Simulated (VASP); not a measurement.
# CoSi2 (MoSi2 type) (I4/mmm) in VASP: single point with PBE

Aim: the single point of CoSi2 (MoSi2 type) with PBE.

Everything below comes from runs of VASP 6.6.1. Logs are shortened: lines on timing, memory, paths and dates and some standing lists are left out, and cuts for length are marked.

### Step 1. The cell of the first run

The structure is tetragonal, space group I4/mmm (No. 139). Conventional cell: a = 2.923 Å, b = 2.923 Å, c = 6.708 Å, α = 90.00°, β = 90.00°, γ = 90.00°. Co (site symmetry 4/mmm) has 10 Si at 2.25 to 2.34 Å and 4 Co at 2.92 Å within 3.0 Å. Si (site symmetry 4mm) has 9 Si at 2.21 to 2.92 Å and 5 Co at 2.25 to 2.34 Å within 3.0 Å.

### Step 2. Single point, PBE

Contents of INCAR:

```
  PREC = Accurate
  ENCUT = 690
  EDIFF = 1E-6
  ISMEAR = -1
  SIGMA = 0.1
  LREAL = False
  LASPH = True
  NELM = 120
  ALGO = Normal
  ISIF = 2
  LWAVE = False
  LCHARG = False
  GGA = PE
  NBANDS = 20
  GGA_COMPAT = False
```

Contents of KPOINTS:

```
Automatic mesh
0
Gamma
  16 16 16
```

Contents of POSCAR:

```
CoSi2
1.0
   -1.4617447554      1.4617447554      3.3537500244
    1.4617447554     -1.4617447554      3.3537500244
    1.4617447554      1.4617447554     -3.3537500244
Co Si
1 2
Direct
    0.0000000000      0.0000000000      0.0000000000
    0.3352142295      0.3352142295      0.0000000000
   -0.3352142295     -0.3352142295      0.0000000000
```

Potentials or basis: VASP PAW PBE potentials, release 64 (Co_sv, Si).

Launch:

```
> cat potpaw_PBE.64/Co_sv/POTCAR potpaw_PBE.64/Si/POTCAR > POTCAR
> mpirun -np 1 vasp_std > vasp.out
```

OUTCAR:

```text
PREC = Accurate
   ENCUT = 690
   EDIFF = 1E-6
   ISMEAR = -1
   LREAL = False
   LASPH = True
   NELM = 120
   ISIF = 2
   GGA = PE

 ion  position               nearest neighbor table
   1  0.000  0.000  0.000-   2 2.25   3 2.25   3 2.34   2 2.34   3 2.34   3 2.34   3 2.34   2 2.34
                             2 2.34   2 2.34
   2  0.335  0.335  0.000-   3 2.21   1 2.25   1 2.34   1 2.34   1 2.34   1 2.34   3 2.36   3 2.36
                             3 2.36   3 2.36
   3  0.665  0.665  0.000-   2 2.21   1 2.25   1 2.34   1 2.34   1 2.34   1 2.34   2 2.36   2 2.36
                             2 2.36   2 2.36

  LATTYP: Found a body centered tetragonal cell.
 ALAT       =     2.9234895108
 C/A-ratio  =     2.2943472258

  Lattice vectors:

 A1 = (  -1.4617447554,   1.4617447554,   3.3537500244)
 A2 = (   1.4617447554,  -1.4617447554,   3.3537500244)
 A3 = (   1.4617447554,   1.4617447554,  -3.3537500244)

Analysis of symmetry for initial positions (statically):
=====================================================================
 Subroutine PRICEL returns:
 Original cell was already a primitive cell.

 Routine SETGRP: Setting up the symmetry group for a
 body centered tetragonal supercell.

 Subroutine GETGRP returns: Found 16 space group operations
 (whereof 16 operations were pure point group operations)
 out of a pool of 16 trial point group operations.

The static configuration has the point symmetry D_4h.

Analysis of symmetry for dynamics (positions and initial velocities):
=====================================================================
 Subroutine PRICEL returns:
 Original cell was already a primitive cell.

 Routine SETGRP: Setting up the symmetry group for a
 body centered tetragonal supercell.

 Subroutine GETGRP returns: Found 16 space group operations
 (whereof 16 operations were pure point group operations)
 out of a pool of 16 trial point group operations.

The dynamic configuration has the point symmetry D_4h.

 Subroutine INISYM returns: Found 16 space group operations
 (whereof 16 operations are pure point group operations),
 and found     1 'primitive' translations

----------------------------------------------------------------------------------------

                                     Primitive cell

  volume of cell :      28.6638

  direct lattice vectors                    reciprocal lattice vectors
    -1.461744755  1.461744755  3.353750024     0.000000000  0.342056982  0.149086842
     1.461744755 -1.461744755  3.353750024     0.342056982  0.000000000  0.149086842
     1.461744755  1.461744755 -3.353750024     0.342056982  0.342056982  0.000000000

  length of vectors
     3.939674439  3.939674439  3.939674439     0.373135184  0.373135184  0.483741624

  position of ions in fractional coordinates (direct lattice)
     0.000000000  0.000000000  0.000000000
     0.335214229  0.335214229  0.000000000
     0.664785771  0.664785771  0.000000000

  ion indices of the primitive-cell ions
   primitive index   ion index
                 1           1
                 2           2
                 3           3

----------------------------------------------------------------------------------------

 KPOINTS: Automatic mesh

Automatic generation of k-mesh.
 Grid dimensions read from file:
 generate k-points for:   16   16   16

 Generating k-lattice:

  Cartesian coordinates                     Fractional coordinates (reciprocal lattice)
     0.000000000  0.021378561  0.009317928     0.062500000  0.000000000  0.000000000
     0.021378561  0.000000000  0.009317928     0.000000000  0.062500000  0.000000000
     0.021378561  0.021378561  0.000000000     0.000000000  0.000000000  0.062500000

  Length of vectors
     0.023320949  0.023320949  0.030233851

  Shift w.r.t. Gamma in fractional coordinates (k-lattice)
     0.000000000  0.000000000  0.000000000

 Subroutine IBZKPT returns following result:
 ===========================================

 Found    349 irreducible k-points:

 Following reciprocal coordinates:
            Coordinates               Weight
  0.000000  0.000000  0.000000      1.000000
  0.062500 -0.000000  0.000000      8.000000
  0.125000 -0.000000  0.000000      8.000000
  0.187500 -0.000000  0.000000      8.000000
  0.250000 -0.000000  0.000000      8.000000
  0.312500  0.000000  0.000000      8.000000
[... 16 lines left out ...]
 -0.125000  0.062500 -0.000000     16.000000
 -0.062500  0.062500  0.000000      4.000000
 [... further k-points ...]
   k-points           NKPTS =    349   k-points in BZ     NKDIM =    349   number of bands    NBANDS=     20
   number of dos      NEDOS =    301   number of ions     NIONS =      3
   total plane-waves  NPLWV =  46656
   dimension x,y,z NGX =    36 NGY =   36 NGZ =   36
   dimension x,y,z NGXF=    72 NGYF=   72 NGZF=   72
   ions per type =               1   2
   NGX,Y,Z   is equivalent  to a cutoff of  15.19, 15.19, 15.19 a.u.
   NGXF,Y,Z  is equivalent  to a cutoff of  30.38, 30.38, 30.38 a.u.
 SYSTEM =  unknown system
   PREC   = accura    normal or accurate (medium, high low for compatibility)
   ISTART =      0    job   : 0-new  1-cont  2-samecut
   ICHARG =      2    charge: 1-file 2-atom 10-const
   ISPIN  =      1    spin polarized calculation?
   LNONCOLLINEAR =      F non collinear calculations
   LSORBIT =      F    spin-orbit coupling
   LASPH  =      T    aspherical Exc in radial PAW
   ENCUT  =  690.0 eV  50.71 Ry    7.12 a.u.   8.44  8.44  8.44*2*pi/ulx,y,z
   NELM   =    120;   NELMIN=  2; NELMDL= -5     # of ELM steps
   EDIFF  = 0.1E-05   stopping-criterion for ELM
   LREAL  =      F    real-space projection
   EDIFFG = 0.1E-04   stopping-criterion for IOM
   NSW    =      0    number of steps for IOM
   IBRION =     -1    ionic relax: 0-MD 1-quasi-New 2-CG
   NFREE  =      0    steps in history (QN), initial steepest desc. (CG)
   ISIF   =      2    stress and relaxation
   ISYM   =      2    0-nonsym 1-usesym 2-fastsym
   POTIM  = 0.5000    time-step for ionic-motion
   TEBEG  =    0.0;   TEEND  =   0.0 temperature during run
   PSTRESS=    0.0 pullay stress
   NELECT =      25.0000    total number of electrons
   NUPDOWN=      -1.0000    fix difference up-down
   EMIN   =  10.00;   EMAX   =-10.00  energy-range for DOS
   EFERMI =   0.00;   METHOD = LEGACY
   ISMEAR =    -1;   SIGMA  =   0.10  broadening in eV -4-tet -1-fermi 0-gaus
   EFERMI_NEDOS =   21; number of points for ismear=-14 and -15
   IALGO  =     38    algorithm
   IMIX   =      4    mixing-type and parameters
     AMIX     =   0.40;   BMIX     =  1.00
     AMIX_MAG =   1.60;   BMIX_MAG =  1.00
  volume/ion in A,a.u.               =       9.55        64.48
  Fermi-wavevector in a.u.,A,eV,Ry     =   1.564145  2.955805 33.287313  2.446548
  Thomas-Fermi vector in A             =   2.666812
   LORBIT       =      0    0 simple, 1 ext, 2 COOP (PROOUT), +10 PAW based schemes
   GGA     = PE    functional components
   LHFCALC =     F    Hartree Fock is set to
   AEXX    =    0.0000 exact exchange contribution
   IVDW    =     0    specifies the selected vdW correction
   LEPSILON=     F    determine dielectric tensor
   LRPA    =     F    only Hartree local field effects (RPA)
 non-spin polarized calculation
  energy-cutoff  :      690.00
  volume of cell :       28.66
 maximum number of plane-waves:      1197
 NGX is ok and might be reduce to    36
   NGX = 17   NGY = 17   NGZ = 17

 number of electron      24.9999998 magnetization

 Free energy of the ion-electron system (eV)
  ---------------------------------------------------
  ext. energy  EPLUGINS =         0.00000000
  ---------------------------------------------------
  free energy    TOTEN  =       -17.08917451 eV

  energy without entropy =      -17.05544181  energy(sigma->0) =      -17.07230816

 E-fermi :  16.4589     XC(G=0): -13.5134

 val. band max:       16.4569479588   @ k =  -0.3750   0.3750   0.0000
 cond. band min:      16.4626190253   @ k =  -0.3750   0.3750   0.3750
 fundamental gap:      0.0056710665
 Fermi energy:        16.4589195858

 k-point     1 :       0.0000    0.0000    0.0000
  band No.  band energies     occupation
      1     -79.4402      2.00000
      2     -42.9479      2.00000
      3     -42.6891      2.00000
      4     -42.6891      2.00000
      5      -0.6347      2.00000
      6       8.8235      2.00000
[... 12 lines left out ...]
     19      26.1079      0.00000
     20      27.0266      0.00000

 k-point     2 :       0.0625   -0.0000    0.0000
  band No.  band energies     occupation
      1     -79.4401      2.00000
      2     -42.9478      2.00000
      3     -42.6903      2.00000
      4     -42.6890      2.00000
      5      -0.5548      2.00000
      6       8.8079      2.00000
[... 12 lines left out ...]
     19      26.2355      0.00000
     20      27.3785      0.00000

 k-point     3 :       0.1250   -0.0000    0.0000
  band No.  band energies     occupation
      1     -79.4398      2.00000
      2     -42.9476      2.00000
      3     -42.6941      2.00000
      4     -42.6886      2.00000
      5      -0.3159      2.00000
      6       8.7600      2.00000
[... 12 lines left out ...]
     19      26.3075      0.00000
     20      27.2875      0.00000

 k-point     4 :       0.1875   -0.0000    0.0000
  band No.  band energies     occupation
      1     -79.4395      2.00000
      2     -42.9473      2.00000
      3     -42.6999      2.00000
      4     -42.6880      2.00000
      5       0.0791      2.00000
      6       8.6586      2.00000
[... 429 lines left out ...]
 k-point    23 :      -0.1250    0.0625   -0.0000
  band No.  band energies     occupation
      1     -79.4398      2.00000
      2     -42.9474      2.00000
      3     -42.6940      2.00000
      4     -42.6898      2.00000
      5      -0.2867      2.00000
      6       8.9772      2.00000
[... 12 lines left out ...]
     19      26.4706      0.00000
     20      26.7130      0.00000

 k-point    24 :      -0.0625    0.0625    0.0000
  band No.  band energies     occupation
      1     -79.4400      2.00000
      2     -42.9476      2.00000
      3     -42.6902      2.00000
      4     -42.6901      2.00000
      5      -0.5002      2.00000
      6       8.9125      2.00000
[... 12 lines left out ...]
     19      26.4572      0.00000
     20      27.5544      0.00000

 [... further k-points ...]

------------------------ aborting loop because EDIFF is reached ----------------------------------------

  FORCE on cell =-STRESS in cart. coord.  units (eV):
  Direction    XX          YY          ZZ          XY          YZ          ZX
  --------------------------------------------------------------------------------------
  -------------------------------------------------------------------------------------
  Total       11.6712766     11.6712766     11.6683268      0.0000000      0.0000000      0.0000000
  in kB      652.3717949    652.3717949    652.2069153      0.0000000      0.0000000      0.0000000
  external PRESSURE =     652.3168350 kB  Pullay stress =       0.0000000 kB

 VOLUME and BASIS-vectors are now :
 -----------------------------------------------------------------------------
  energy-cutoff  :      690.00
  volume of cell :       28.66
      direct lattice vectors                 reciprocal lattice vectors
    -1.461744755  1.461744755  3.353750024     0.000000000  0.342056982  0.149086842
     1.461744755 -1.461744755  3.353750024     0.342056982  0.000000000  0.149086842
     1.461744755  1.461744755 -3.353750024     0.342056982  0.342056982  0.000000000

 POSITION                                       TOTAL-FORCE (eV/Angst)
 -----------------------------------------------------------------------------------
      0.00000      0.00000      0.00000        -0.000000     -0.000000     -0.000000
      0.00000      0.00000      2.24845         0.000000      0.000000      0.004323
      0.00000      0.00000      4.45905         0.000000      0.000000     -0.004323
 -----------------------------------------------------------------------------------
    total drift:                               -0.000000      0.000000     -0.000000

  FREE ENERGIE OF THE ION-ELECTRON SYSTEM (eV)
  ---------------------------------------------------
  free  energy   TOTEN  =       -17.0891745144 eV

  energy  without entropy=      -17.0554418101  energy(sigma->0) =      -17.07230816
```

It took 6 min on 1 thread of Intel Xeon Platinum 8259CL at 2.50GHz (Skylake/Cascade Lake), shared host; peak memory 0.41 GiB.

What came out:

* Free energy: -17.0892 eV
* Pressure: 65.2 GPa
* Largest force: 0.004 eV/Å
* Band gap on the k mesh: zero (an odd number of electrons rules out a gap without spin polarisation)

Forces in eV/Å, atoms in the order of the input:
```
Co   0.000  0.000  0.000
Si   0.000  0.000  0.004
Si   0.000  0.000 -0.004
```

Caveat: the cell stands under pressure; an odd number of electrons without spin polarisation forces a metal; a magnetic or distorted state may lie lower. Spin polarisation is off, so any magnetic state and its effect on volume and gap are missing.
